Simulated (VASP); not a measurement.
# BN (F-43m) in VASP: further runs

Runs on BN. Level: PBE. Tasks: electric field gradients.

Program: VASP 6.6.1. These are calculated values, not measurements. Logs are shortened: lines on timing, memory, paths and dates and some standing lists are left out, and cuts for length are marked.

## Step 1: The cell of the first run

Symmetry: F-43m, No. 216, cubic system. The conventional cell has a = 3.615 Å, b = 3.615 Å, c = 3.615 Å, α = 90.00°, β = 90.00°, γ = 90.00°. B (site symmetry -43m) has 4 N at 1.57 Å within 2.1 Å. Within 2.1 Å of N (site symmetry -43m) lie 4 B at 1.57 Å.

## Step 2: Electric field gradients, PBE

INCAR reads:

```
SYSTEM = BN
  PREC = Accurate
  ENCUT = 520
  EDIFF = 1E-8
  ISMEAR = -1
  SIGMA = 0.03
  LREAL = .FALSE.
  LASPH = .TRUE.
  NELM = 100
  ALGO = Normal
  ISIF = 2
  LWAVE = .FALSE.
  LCHARG = .FALSE.
  GGA = PE
  LEFG = .TRUE.
  NBANDS = 11
```

KPOINTS reads:

```
Automatic mesh
0
G
  13 13 13
  0 0 0
```

POSCAR reads:

```
BN
1.0
    0.0000000000      1.8075000000      1.8075000000
    1.8075000000      0.0000000000      1.8075000000
    1.8075000000      1.8075000000      0.0000000000
B N
1 1
Direct
    0.0000000000      0.0000000000      0.0000000000
    0.7500000000      0.7500000000      0.7500000000
```

Potentials or basis: VASP PAW PBE potentials, release 64 (B, N).

On the command line:

```console
> cat potpaw_PBE.64/B/POTCAR potpaw_PBE.64/N/POTCAR > POTCAR
> mpirun -np 1 vasp_std > vasp.out
```

OUTCAR:

```text
SYSTEM = BN
   PREC = Accurate
   ENCUT = 520
   EDIFF = 1E-8
   ISMEAR = -1
   LREAL = .FALSE.
   LASPH = .TRUE.
   NELM = 100
   ISIF = 2
   GGA = PE

 ion  position               nearest neighbor table
   1  0.000  0.000  0.000-   2 1.57   2 1.57   2 1.57   2 1.57
   2  0.750  0.750  0.750-   1 1.57   1 1.57   1 1.57   1 1.57

  LATTYP: Found a face centered cubic cell.
 ALAT       =     3.6150000000

  Lattice vectors:

 A1 = (   0.0000000000,   1.8075000000,   1.8075000000)
 A2 = (   1.8075000000,   0.0000000000,   1.8075000000)
 A3 = (   1.8075000000,   1.8075000000,   0.0000000000)

Analysis of symmetry for initial positions (statically):
=====================================================================
 Subroutine PRICEL returns:
 Original cell was already a primitive cell.

 Routine SETGRP: Setting up the symmetry group for a
 face centered cubic supercell.

 Subroutine GETGRP returns: Found 24 space group operations
 (whereof 24 operations were pure point group operations)
 out of a pool of 48 trial point group operations.

The static configuration has the point symmetry T_d .

Analysis of symmetry for dynamics (positions and initial velocities):
=====================================================================
 Subroutine PRICEL returns:
 Original cell was already a primitive cell.

 Routine SETGRP: Setting up the symmetry group for a
 face centered cubic supercell.

 Subroutine GETGRP returns: Found 24 space group operations
 (whereof 24 operations were pure point group operations)
 out of a pool of 48 trial point group operations.

The dynamic configuration has the point symmetry T_d .

 Subroutine INISYM returns: Found 24 space group operations
 (whereof 24 operations are pure point group operations),
 and found     1 'primitive' translations

----------------------------------------------------------------------------------------

                                     Primitive cell

  volume of cell :      11.8104

  direct lattice vectors                    reciprocal lattice vectors
     0.000000000  1.807500000  1.807500000    -0.276625173  0.276625173  0.276625173
[... 127 lines left out ...]
  ext. energy  EPLUGINS =         0.00000000
  ---------------------------------------------------
  free energy    TOTEN  =       -17.44979734 eV

  energy without entropy =      -17.44979734  energy(sigma->0) =      -17.44979734

 E-fermi :   7.9211     XC(G=0): -12.8220

 val. band max:        7.4029056200   @ k =   0.0000   0.0000   0.0000
 cond. band min:      11.9367863587   @ k =   0.4615   0.4615   0.0000
 fundamental gap:      4.5338807388
 Fermi energy:         7.9211223204

 k-point     1 :       0.0000    0.0000    0.0000
  band No.  band energies     occupation
      1     -12.8278      2.00000
      2       7.4029      2.00000
      3       7.4029      2.00000
      4       7.4029      2.00000
      5      16.2228      0.00000
      6      16.2228      0.00000
      7      16.2228      0.00000
      8      17.7523      0.00000
      9      32.1553      0.00000
     10      35.1713      0.00000
     11      35.1713      0.00000
[... 309 lines left out ...]
 k-point    24 :       0.4615    0.1538    0.0000
  band No.  band energies     occupation
      1      -8.8510      2.00000
      2      -1.8647      2.00000
      3       4.1391      2.00000
      4       4.5737      2.00000
      5      16.3014      0.00000
      6      19.5303      0.00000
      7      19.9245      0.00000
      8      22.0840      0.00000
      9      28.2714      0.00000
     10      33.6470      0.00000
     11      35.4570      0.00000

 [... further k-points ...]
[... 5 lines left out ...]
  --------------------------------------------------------------------------------------
  -------------------------------------------------------------------------------------
  Total        0.2425651      0.2425651      0.2425651     -0.0000000     -0.0000000      0.0000000
  in kB       32.9059199     32.9059199     32.9059199     -0.0000000     -0.0000000      0.0000000
  external PRESSURE =      32.9059199 kB  Pullay stress =       0.0000000 kB

 VOLUME and BASIS-vectors are now :
 -----------------------------------------------------------------------------
  energy-cutoff  :      520.00
  volume of cell :       11.81
      direct lattice vectors                 reciprocal lattice vectors
     0.000000000  1.807500000  1.807500000    -0.276625173  0.276625173  0.276625173
     1.807500000  0.000000000  1.807500000     0.276625173 -0.276625173  0.276625173
     1.807500000  1.807500000  0.000000000     0.276625173  0.276625173 -0.276625173

 POSITION                                       TOTAL-FORCE (eV/Angst)
 -----------------------------------------------------------------------------------
      0.00000      0.00000      0.00000        -0.000000     -0.000000     -0.000000
      2.71125      2.71125      2.71125         0.000000      0.000000      0.000000
 -----------------------------------------------------------------------------------
    total drift:                               -0.000000     -0.000000     -0.000000

  FREE ENERGIE OF THE ION-ELECTRON SYSTEM (eV)
  ---------------------------------------------------
  free  energy   TOTEN  =       -17.4497973409 eV

  energy  without entropy=      -17.4497973408  energy(sigma->0) =      -17.44979734

 Electric field gradients (V/A^2)
---------------------------------------------------------------------
 ion       V_xx      V_yy      V_zz      V_xy      V_xz      V_yz
---------------------------------------------------------------------
   1      -0.000     0.000     0.000    -0.000    -0.000    -0.000
   2      -0.000    -0.000     0.000    -0.000    -0.000    -0.000
---------------------------------------------------------------------

 Electric field gradients after diagonalization (V/A^2)
 (convention: |V_zz| > |V_xx| > |V_yy|)
----------------------------------------------------------------------
 ion       V_xx      V_yy      V_zz     asymmetry (V_yy - V_xx)/ V_zz
----------------------------------------------------------------------
   1       0.000     0.000    -0.000       0.000
   2       0.000     0.000    -0.000       0.000
----------------------------------------------------------------------

           NMR quadrupolar parameters

 Cq : quadrupolar parameter    Cq=e*Q*V_zz/h
 eta: asymmetry parameters     (V_yy - V_xx)/ V_zz
 Q  : nuclear electric quadrupole moment in mb (millibarn)
----------------------------------------------------------------------
 ion       Cq(MHz)       eta       Q (mb)
----------------------------------------------------------------------
   1      -0.000       0.000       1.000
   2      -0.000       0.000       1.000
----------------------------------------------------------------------
```

OSZICAR:

```text
N       E                     dE             d eps       ncg     rms          rms(c)
DAV:   1     0.100142140031E+02    0.10014E+02   -0.47864E+03  1891   0.717E+02
DAV:   2    -0.179047650691E+02   -0.27919E+02   -0.27011E+02  2220   0.163E+02
DAV:   3    -0.184143250491E+02   -0.50956E+00   -0.50876E+00  2157   0.189E+01
DAV:   4    -0.184149007758E+02   -0.57573E-03   -0.57572E-03  1983   0.712E-01
DAV:   5    -0.184149012909E+02   -0.51514E-06   -0.51511E-06  2145   0.211E-02    0.670E+00
DAV:   6    -0.175358380048E+02    0.87906E+00   -0.29342E+00  1941   0.990E+00    0.327E+00
DAV:   7    -0.174638431971E+02    0.71995E-01   -0.10405E-01  2067   0.266E+00    0.192E+00
DAV:   8    -0.174495261787E+02    0.14317E-01   -0.35543E-02  2072   0.137E+00    0.193E-01
DAV:   9    -0.174497047829E+02   -0.17860E-03   -0.95749E-04  1944   0.258E-01    0.835E-02
DAV:  10    -0.174497920688E+02   -0.87286E-04   -0.12165E-04  2023   0.942E-02    0.151E-02
DAV:  11    -0.174497973158E+02   -0.52470E-05   -0.91913E-06  2133   0.249E-02    0.106E-02
DAV:  12    -0.174497973447E+02   -0.28977E-07   -0.15872E-06  2040   0.860E-03    0.622E-04
DAV:  13    -0.174497973409E+02    0.38455E-08   -0.22914E-08  2051   0.147E-03
   1 F= -.17449797E+02 E0= -.17449797E+02  d E =-.506048E-10
```

Wall time 15 s (1 thread of AMD EPYC 7R43 (Zen 3), shared host); peak memory 0.09 GiB.

What came out:

- Free energy: -17.4498 eV
- Pressure: 3.3 GPa
- Band gap on the k mesh: 4.53 eV, indirect (least direct gap 8.82 eV)

Levels at points of the mesh, in eV from the valence-band top:
```tsv
k point	band 2	band 3	band 4	band 5	band 6	band 7
(0.00, 0.00, 0.00)	0.00	0.00	0.00	8.82	8.82	8.82
```

Caveat: without QUAD_EFG the Cq values of the log hold for a quadrupole moment of 1 mb, not for the nuclei. A k mesh can miss the band edges.

## Step 3: Electric field gradients, PBE (volume scaled by 1.01)

INCAR reads:

```
SYSTEM = BN
PREC = Accurate ; ENCUT = 520
EDIFF = 1E-8 ; ISMEAR = -1
SIGMA = 0.03 ; LREAL = .False.
LASPH = .True. ; NELM = 100
ALGO = Normal ; ISIF = 2
LWAVE = .False. ; LCHARG = .False.
GGA = PE ; LEFG = .True.
NBANDS = 11
```

KPOINTS reads:

```
Automatic mesh
0
Gamma
  13 13 13
  0 0 0
```

POSCAR reads:

```
BN
1.0
    0.0000000000      1.8135050275      1.8135050275
    1.8135050275      0.0000000000      1.8135050275
    1.8135050275      1.8135050275      0.0000000000
B N
1 1
Direct
    0.0000000000      0.0000000000      0.0000000000
    0.7500000000      0.7500000000      0.7500000000
```

Potentials or basis: VASP PAW PBE potentials, release 64 (B, N).

On the command line:

```console
> cat potpaw_PBE.64/B/POTCAR potpaw_PBE.64/N/POTCAR > POTCAR
> mpirun -np 1 vasp_std > vasp.out
```

OUTCAR:

```text
SYSTEM = BN
   PREC = Accurate
   ENCUT = 520
   EDIFF = 1E-8
   ISMEAR = -1
   LREAL = .False.
   LASPH = .True.
   NELM = 100
   ISIF = 2
   GGA = PE

 ion  position               nearest neighbor table
   1  0.000  0.000  0.000-   2 1.57   2 1.57   2 1.57   2 1.57
   2  0.750  0.750  0.750-   1 1.57   1 1.57   1 1.57   1 1.57

  LATTYP: Found a face centered cubic cell.
 ALAT       =     3.6270100550

  Lattice vectors:

 A1 = (   0.0000000000,   1.8135050275,   1.8135050275)
 A2 = (   1.8135050275,   0.0000000000,   1.8135050275)
 A3 = (   1.8135050275,   1.8135050275,   0.0000000000)

Analysis of symmetry for initial positions (statically):
=====================================================================
 Subroutine PRICEL returns:
 Original cell was already a primitive cell.

 Routine SETGRP: Setting up the symmetry group for a
 face centered cubic supercell.

 Subroutine GETGRP returns: Found 24 space group operations
[... 522 lines left out ...]
  volume of cell :       11.93
      direct lattice vectors                 reciprocal lattice vectors
     0.000000000  1.813505027  1.813505027    -0.275709189  0.275709189  0.275709189
     1.813505027  0.000000000  1.813505027     0.275709189 -0.275709189  0.275709189
     1.813505027  1.813505027  0.000000000     0.275709189  0.275709189 -0.275709189

 POSITION                                       TOTAL-FORCE (eV/Angst)
 -----------------------------------------------------------------------------------
      0.00000      0.00000      0.00000         0.000000      0.000000      0.000000
      2.72026      2.72026      2.72026        -0.000000     -0.000000     -0.000000
 -----------------------------------------------------------------------------------
    total drift:                               -0.000000     -0.000000     -0.000000

  FREE ENERGIE OF THE ION-ELECTRON SYSTEM (eV)
  ---------------------------------------------------
  free  energy   TOTEN  =       -17.4510031442 eV

  energy  without entropy=      -17.4510031442  energy(sigma->0) =      -17.45100314

 Electric field gradients (V/A^2)
---------------------------------------------------------------------
 ion       V_xx      V_yy      V_zz      V_xy      V_xz      V_yz
---------------------------------------------------------------------
   1      -0.000    -0.000    -0.000    -0.000    -0.000    -0.000
   2      -0.000     0.000     0.000    -0.000    -0.000    -0.000
---------------------------------------------------------------------

 Electric field gradients after diagonalization (V/A^2)
 (convention: |V_zz| > |V_xx| > |V_yy|)
----------------------------------------------------------------------
 ion       V_xx      V_yy      V_zz     asymmetry (V_yy - V_xx)/ V_zz
----------------------------------------------------------------------
   1       0.000     0.000    -0.000       0.000
   2       0.000     0.000    -0.000       0.000
----------------------------------------------------------------------

           NMR quadrupolar parameters

 Cq : quadrupolar parameter    Cq=e*Q*V_zz/h
 eta: asymmetry parameters     (V_yy - V_xx)/ V_zz
 Q  : nuclear electric quadrupole moment in mb (millibarn)
----------------------------------------------------------------------
 ion       Cq(MHz)       eta       Q (mb)
----------------------------------------------------------------------
   1      -0.000       0.000       1.000
   2      -0.000       0.000       1.000
----------------------------------------------------------------------
```

stdout:

```text
POSCAR found type information on POSCAR B N
 POSCAR found :  2 types and       2 ions
 scaLAPACK will be used
 LDA part: xc-table for (Slater+PW92), standard interpolation
 POSCAR, INCAR and KPOINTS ok, starting setup
 FFT: planning ... GRIDC
 FFT: planning ... GRID_SOFT
 FFT: planning ... GRID
 WAVECAR not read
 entering main loop
ion   1

ion   2
```

Run time: 16 s. Hardware: 1 thread of AMD EPYC 7R43 (Zen 3), shared host; peak memory 0.09 GiB.

What came out:

```yaml
Free_energy: -17.4510 eV
Pressure: -0.5 GPa
Band_gap_on_the_k_mesh: 4.52 eV, indirect (least direct gap 8.77 eV)
```

Caveat: without QUAD_EFG the Cq values of the log hold for a quadrupole moment of 1 mb, not for the nuclei. A k mesh can miss the band edges.
